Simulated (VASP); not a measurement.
# Hg (P6_3/mmc) in VASP: a series of runs, part 2 of 2

VASP 6.6.1.

## Step 3: Single point, RPBE

This run uses another cell than the first one, of 95.70 Å³/atom, 4.148 times its volume.

File INCAR:

```
SYSTEM = Hg
  ALGO = Normal
  EDIFF = 1E-6
  ENCUT = 520
  GGA = RP
  ISIF = 2
  ISMEAR = -1
  LASPH = .True.
  LCHARG = .True.
  LELF = .True.
  LREAL = .False.
  LVHAR = .True.
  LWAVE = .False.
  NBANDS = 19
  NELM = 60
  PREC = Accurate
  SIGMA = 0.1
```

File KPOINTS:

```
k-points
0
Gamma
  11 11 6
  0 0 0
```

File POSCAR:

```
Hg
1.0
    5.1521888489      0.0000000000      0.0000000000
   -2.5760944244      4.4619264282      0.0000000000
    0.0000000000      0.0000000000      8.3260705106
Hg
2
Direct
    0.3333333333      0.6666666667      0.2500000000
    0.6666666667      0.3333333333      0.7500000000
```

Potentials or basis: VASP PAW PBE potentials, release 64 (Hg).

The run is started by

```bash
cat potpaw_PBE.64/Hg/POTCAR > POTCAR
mpirun -np 1 vasp_std > vasp.out
```

OUTCAR:

```text
SYSTEM = Hg
   EDIFF = 1E-6
   ENCUT = 520
   GGA = RP
   ISIF = 2
   ISMEAR = -1
   LASPH = .True.
   LREAL = .False.
   NELM = 60
   PREC = Accurate

 ion  position               nearest neighbor table
   1  0.333  0.667  0.250-
   2  0.667  0.333  0.750-

  LATTYP: Found a hexagonal cell.
 ALAT       =     5.1521888489
 C/A-ratio  =     1.6160258785

  Lattice vectors:

 A1 = (   5.1521888489,   0.0000000000,   0.0000000000)
 A2 = (  -2.5760944244,   4.4619264282,   0.0000000000)
 A3 = (   0.0000000000,   0.0000000000,   8.3260705106)

Analysis of symmetry for initial positions (statically):
=====================================================================
 Subroutine PRICEL returns:
 Original cell was already a primitive cell.

 Routine SETGRP: Setting up the symmetry group for a
 hexagonal supercell.

 Subroutine GETGRP returns: Found 24 space group operations
 (whereof 12 operations were pure point group operations)
 out of a pool of 24 trial point group operations.

The static configuration has the point symmetry D_3d.
 The point group associated with its full space group is D_6h.

Analysis of symmetry for dynamics (positions and initial velocities):
=====================================================================
 Subroutine PRICEL returns:
 Original cell was already a primitive cell.

 Routine SETGRP: Setting up the symmetry group for a
 hexagonal supercell.

 Subroutine GETGRP returns: Found 24 space group operations
 (whereof 12 operations were pure point group operations)
 out of a pool of 24 trial point group operations.

The dynamic configuration has the point symmetry D_3d.
 The point group associated with its full space group is D_6h.

 Subroutine INISYM returns: Found 24 space group operations
 (whereof 12 operations are pure point group operations),
 and found     1 'primitive' translations

----------------------------------------------------------------------------------------

                                     Primitive cell

  volume of cell :     191.4054

  direct lattice vectors                    reciprocal lattice vectors
     5.152188849  0.000000000  0.000000000     0.194092264  0.112059221  0.000000000
    -2.576094424  4.461926428  0.000000000     0.000000000  0.224118442  0.000000000
     0.000000000  0.000000000  8.326070511     0.000000000  0.000000000  0.120104676

  length of vectors
     5.152188849  5.152188849  8.326070511     0.224118442  0.224118442  0.120104676

  position of ions in fractional coordinates (direct lattice)
     0.333333333  0.666666667  0.250000000
     0.666666667  0.333333333  0.750000000

  ion indices of the primitive-cell ions
   primitive index   ion index
                 1           1
                 2           2

----------------------------------------------------------------------------------------

 KPOINTS: k-points

Automatic generation of k-mesh.
 Grid dimensions read from file:
 generate k-points for:   11   11    6

 Generating k-lattice:

  Cartesian coordinates                     Fractional coordinates (reciprocal lattice)
     0.017644751  0.010187202  0.000000000     0.090909091 -0.000000000  0.000000000
     0.000000000  0.020374404  0.000000000     0.000000000  0.090909091  0.000000000
     0.000000000  0.000000000  0.020017446     0.000000000  0.000000000  0.166666667

  Length of vectors
     0.020374404  0.020374404  0.020017446

  Shift w.r.t. Gamma in fractional coordinates (k-lattice)
     0.000000000  0.000000000  0.000000000

 Subroutine IBZKPT returns following result:
 ===========================================

 Found     64 irreducible k-points:

 Following reciprocal coordinates:
            Coordinates               Weight
  0.000000  0.000000  0.000000      1.000000
  0.090909  0.000000  0.000000      6.000000
  0.181818  0.000000  0.000000      6.000000
  0.272727 -0.000000  0.000000      6.000000
  0.363636  0.000000  0.000000      6.000000
  0.454545  0.000000  0.000000      6.000000
[... 16 lines left out ...]
  0.090909  0.090909  0.166667     12.000000
  0.181818  0.090909  0.166667     24.000000
 [... further k-points ...]
   k-points           NKPTS =     64   k-points in BZ     NKDIM =     64   number of bands    NBANDS=     19
   number of dos      NEDOS =    301   number of ions     NIONS =      2
   total plane-waves  NPLWV = 102400
   dimension x,y,z NGX =    40 NGY =   40 NGZ =   64
   dimension x,y,z NGXF=    80 NGYF=   80 NGZF=  128
   ions per type =               2
   NGX,Y,Z   is equivalent  to a cutoff of  12.91, 12.91, 12.78 a.u.
   NGXF,Y,Z  is equivalent  to a cutoff of  25.81, 25.81, 25.56 a.u.
 SYSTEM =  Hg
   PREC   = accura    normal or accurate (medium, high low for compatibility)
   ISTART =      0    job   : 0-new  1-cont  2-samecut
   ICHARG =      2    charge: 1-file 2-atom 10-const
   ISPIN  =      1    spin polarized calculation?
   LNONCOLLINEAR =      F non collinear calculations
   LSORBIT =      F    spin-orbit coupling
   LASPH  =      T    aspherical Exc in radial PAW
   ENCUT  =  520.0 eV  38.22 Ry    6.18 a.u.   9.58  9.58 15.48*2*pi/ulx,y,z
   NELM   =     60;   NELMIN=  2; NELMDL= -5     # of ELM steps
   EDIFF  = 0.1E-05   stopping-criterion for ELM
   LREAL  =      F    real-space projection
[... 7 lines left out ...]
   TEBEG  =    0.0;   TEEND  =   0.0 temperature during run
   PSTRESS=    0.0 pullay stress
   NELECT =      24.0000    total number of electrons
   NUPDOWN=      -1.0000    fix difference up-down
   EMIN   =  10.00;   EMAX   =-10.00  energy-range for DOS
   EFERMI =   0.00;   METHOD = LEGACY
   ISMEAR =    -1;   SIGMA  =   0.10  broadening in eV -4-tet -1-fermi 0-gaus
   EFERMI_NEDOS =   21; number of points for ismear=-14 and -15
   IALGO  =     38    algorithm
   IMIX   =      4    mixing-type and parameters
     AMIX     =   0.40;   BMIX     =  1.00
     AMIX_MAG =   1.60;   BMIX_MAG =  1.00
  volume/ion in A,a.u.               =      95.70       645.83
  Fermi-wavevector in a.u.,A,eV,Ry     =   0.819396  1.548434  9.135084  0.671410
  Thomas-Fermi vector in A             =   1.930193
   LORBIT       =      0    0 simple, 1 ext, 2 COOP (PROOUT), +10 PAW based schemes
   GGA     = RP    functional components
   LHFCALC =     F    Hartree Fock is set to
   AEXX    =    0.0000 exact exchange contribution
   IVDW    =     0    specifies the selected vdW correction
   LEPSILON=     F    determine dielectric tensor
   LRPA    =     F    only Hartree local field effects (RPA)
 non-spin polarized calculation
  energy-cutoff  :      520.00
  volume of cell :      191.41
 maximum number of plane-waves:      5209
 NGX is ok and might be reduce to    40
   NGX = 19   NGY = 19   NGZ = 31

 number of electron      24.0000001 magnetization

 Free energy of the ion-electron system (eV)
  ---------------------------------------------------
  ext. energy  EPLUGINS =         0.00000000
  ---------------------------------------------------
  free energy    TOTEN  =        -0.06862633 eV

  energy without entropy =       -0.06862633  energy(sigma->0) =       -0.06862633

 E-fermi :  -2.5801     XC(G=0):  -4.6420

 val. band max:       -4.7802537366   @ k =   0.2727   0.1818   0.0000
 cond. band min:      -0.6510973789   @ k =   0.0000   0.0000   0.0000
 fundamental gap:      4.1291563577
 Fermi energy:        -2.5801483127

 k-point     1 :       0.0000    0.0000    0.0000
  band No.  band energies     occupation
      1      -8.1523      2.00000
      2      -8.1520      2.00000
      3      -8.1491      2.00000
      4      -8.1491      2.00000
      5      -8.1467      2.00000
      6      -8.1467      2.00000
[... 11 lines left out ...]
     18       3.1687      0.00000
     19       3.7007      0.00000

 k-point     2 :       0.0909    0.0000    0.0000
  band No.  band energies     occupation
      1      -8.1536      2.00000
      2      -8.1512      2.00000
      3      -8.1473      2.00000
      4      -8.1467      2.00000
      5      -8.1454      2.00000
      6      -8.1442      2.00000
[... 476 lines left out ...]
 k-point    24 :       0.1818    0.0909    0.1667
  band No.  band energies     occupation
      1      -8.1572      2.00000
      2      -8.1512      2.00000
      3      -8.1499      2.00000
      4      -8.1461      2.00000
      5      -8.1424      2.00000
      6      -8.1368      2.00000
[... 11 lines left out ...]
     18       2.7872      0.00000
     19       4.9435      0.00000

 [... further k-points ...]

------------------------ aborting loop because EDIFF is reached ----------------------------------------

  FORCE on cell =-STRESS in cart. coord.  units (eV):
  Direction    XX          YY          ZZ          XY          YZ          ZX
  --------------------------------------------------------------------------------------
  -------------------------------------------------------------------------------------
  Total        0.0175134      0.0175134      0.0215927      0.0000000      0.0000000      0.0000000
  in kB        0.1465976      0.1465976      0.1807433      0.0000000      0.0000000      0.0000000
  external PRESSURE =       0.1579795 kB  Pullay stress =       0.0000000 kB

 VOLUME and BASIS-vectors are now :
 -----------------------------------------------------------------------------
  energy-cutoff  :      520.00
  volume of cell :      191.41
      direct lattice vectors                 reciprocal lattice vectors
     5.152188849  0.000000000  0.000000000     0.194092264  0.112059221  0.000000000
    -2.576094424  4.461926428  0.000000000     0.000000000  0.224118442  0.000000000
     0.000000000  0.000000000  8.326070511     0.000000000  0.000000000  0.120104676

 POSITION                                       TOTAL-FORCE (eV/Angst)
 -----------------------------------------------------------------------------------
     -0.00000      2.97462      2.08152        -0.000000      0.000000      0.000000
      2.57609      1.48731      6.24455         0.000000     -0.000000      0.000000
 -----------------------------------------------------------------------------------
    total drift:                                0.000000     -0.000000      0.000000

  FREE ENERGIE OF THE ION-ELECTRON SYSTEM (eV)
  ---------------------------------------------------
  free  energy   TOTEN  =        -0.0686263285 eV

  energy  without entropy=       -0.0686263270  energy(sigma->0) =       -0.06862633
```

Wall time 86 s (1 thread of Intel Xeon Platinum 8488C (Sapphire Rapids), shared host); peak memory 0.41 GiB.

Results:

```yaml
Free_energy: -0.0686 eV
Pressure: 0.0 GPa
Band_gap_on_the_k_mesh: 4.13 eV, indirect (least direct gap 4.35 eV)
```

Caveat: the PAW data sets were made with another functional, which shifts forces and pressure a little; spin-orbit coupling is left out, which moves the levels of the heavy elements. A k mesh can miss the band edges.

## Step 4: Single point, RPBE

This run uses another cell than the first one, of 95.70 Å³/atom, 4.148 times its volume.

File INCAR:

```
PREC     = Accurate       # precision mode
ENCUT    = 520            # plane-wave cutoff, eV
EDIFF    = 1E-7           # SCF threshold, eV
ISMEAR   = -1             # smearing method
SIGMA    = 0.1            # smearing width, eV
LREAL    = False          # projectors in reciprocal space
LASPH    = True           # aspherical terms in the spheres
NELM     = 80             # most SCF steps
ALGO     = Normal         # electronic algorithm
ISIF     = 2              # what is computed and relaxed
LWAVE    = False          # write WAVECAR
LCHARG   = False          # write CHGCAR
GGA      = RP             # functional
NBANDS   = 19             # bands
```

File KPOINTS:

```
Automatic mesh
0
Gamma
  12 12 7
```

POSCAR is that of step 3.

Potentials or basis: VASP PAW PBE potentials, release 64 (Hg).

The run is started by

```bash
cat potpaw_PBE.64/Hg/POTCAR > POTCAR
mpirun -np 1 vasp_std > vasp.out
```

OUTCAR:

```text
PREC = Accurate
   ENCUT = 520
   EDIFF = 1E-7
   ISMEAR = -1
   LREAL = False
   LASPH = True
   NELM = 80
   ISIF = 2
   GGA = RP

 ion  position               nearest neighbor table
   1  0.333  0.667  0.250-
   2  0.667  0.333  0.750-

  LATTYP: Found a hexagonal cell.
 ALAT       =     5.1521888489
 C/A-ratio  =     1.6160258785

  Lattice vectors:

 A1 = (   5.1521888489,   0.0000000000,   0.0000000000)
[... 712 lines left out ...]
     19       4.3659      0.00000

 [... further k-points ...]

------------------------ aborting loop because EDIFF is reached ----------------------------------------

  FORCE on cell =-STRESS in cart. coord.  units (eV):
  Direction    XX          YY          ZZ          XY          YZ          ZX
  --------------------------------------------------------------------------------------
  -------------------------------------------------------------------------------------
  Total        0.0177461      0.0177461      0.0217933      0.0000000      0.0000000     -0.0000000
  in kB        0.1485453      0.1485453      0.1824227      0.0000000      0.0000000     -0.0000000
  external PRESSURE =       0.1598378 kB  Pullay stress =       0.0000000 kB

 VOLUME and BASIS-vectors are now :
 -----------------------------------------------------------------------------
  energy-cutoff  :      520.00
  volume of cell :      191.41
      direct lattice vectors                 reciprocal lattice vectors
     5.152188849  0.000000000  0.000000000     0.194092264  0.112059221  0.000000000
    -2.576094424  4.461926428  0.000000000     0.000000000  0.224118442  0.000000000
     0.000000000  0.000000000  8.326070511     0.000000000  0.000000000  0.120104676

 POSITION                                       TOTAL-FORCE (eV/Angst)
 -----------------------------------------------------------------------------------
     -0.00000      2.97462      2.08152        -0.000000      0.000000      0.000000
      2.57609      1.48731      6.24455         0.000000     -0.000000      0.000000
 -----------------------------------------------------------------------------------
    total drift:                                0.000000     -0.000000      0.000000

  FREE ENERGIE OF THE ION-ELECTRON SYSTEM (eV)
  ---------------------------------------------------
  free  energy   TOTEN  =        -0.0686213233 eV

  energy  without entropy=       -0.0686213218  energy(sigma->0) =       -0.06862132
```

OSZICAR:

```text
N       E                     dE             d eps       ncg     rms          rms(c)
DAV:   1     0.157191945389E+03    0.15719E+03   -0.92895E+03  2888   0.983E+02
DAV:   2     0.765315964900E+01   -0.14954E+03   -0.14100E+03  3325   0.234E+02
DAV:   3    -0.368419588426E-01   -0.76900E+01   -0.76664E+01  3095   0.569E+01
DAV:   4    -0.690574501032E-01   -0.32215E-01   -0.32212E-01  3108   0.438E+00
DAV:   5    -0.692781373095E-01   -0.22069E-03   -0.22068E-03  3178   0.281E-01    0.327E-01
DAV:   6    -0.686806170902E-01    0.59752E-03   -0.26795E-03  3094   0.426E-01    0.752E-02
DAV:   7    -0.686481694115E-01    0.32448E-04   -0.22206E-04  3110   0.120E-01    0.368E-02
DAV:   8    -0.686119604466E-01    0.36209E-04   -0.52378E-05  3008   0.741E-02    0.489E-03
DAV:   9    -0.686214283583E-01   -0.94679E-05   -0.93572E-07  3150   0.906E-03    0.809E-04
DAV:  10    -0.686212565638E-01    0.17179E-06   -0.23731E-07  2400   0.387E-03    0.966E-05
DAV:  11    -0.686213232607E-01   -0.66697E-07   -0.32319E-09  1897   0.568E-04
   1 F= -.68621323E-01 E0= -.68621323E-01  d E =-.141964E-08
```

Run time: 1.7 min. Hardware: 1 thread of Intel Xeon Platinum 8488C (Sapphire Rapids), shared host; peak memory 0.44 GiB.

Results:

| Property | Result |
| --- | --- |
| Free energy | -0.0686 eV |
| Pressure | 0.0 GPa |
| Band gap on the k mesh | 4.13 eV, indirect (least direct gap 4.30 eV) |

Caveat: the PAW data sets were made with another functional, which shifts forces and pressure a little; spin-orbit coupling is left out, which moves the levels of the heavy elements.

## Step 5: Overview

| task | cell | k mesh | cutoff (eV) | gap on the mesh (eV) | pressure (GPa) |
| --- | --- | --- | --- | --- | --- |
| relaxation of cell and atoms | relaxed from a = 3.195, b = 3.195, c = 5.218 Å, angles 90.0, 90.0, 120.0°, 2 atoms | 11 × 11 × 6 | 600 | 3.99 | 0.0 |
| single point | a = 5.152, b = 5.152, c = 8.326 Å, angles 90.0, 90.0, 120.0°, 2 atoms | 11 × 11 × 6 | 520 | 4.13 | 0.0 |
| single point | a = 5.152, b = 5.152, c = 8.326 Å, angles 90.0, 90.0, 120.0°, 2 atoms | 12 × 12 × 7 | 520 | 4.13 | 0.0 |

Alike in all rows: level RPBE; potentials or basis VASP PAW PBE potentials, release 64 (Hg); no spin polarisation; smearing fermi-dirac 0.1 eV.

Caveats: the PAW data sets were made with another functional, which shifts forces and pressure a little; spin-orbit coupling is left out, which moves the levels of the heavy elements; the volume moved by over 15 % at a fixed basis, so the end points are rough (some runs).

Absolute energies hang on the potentials; compare differences alone.
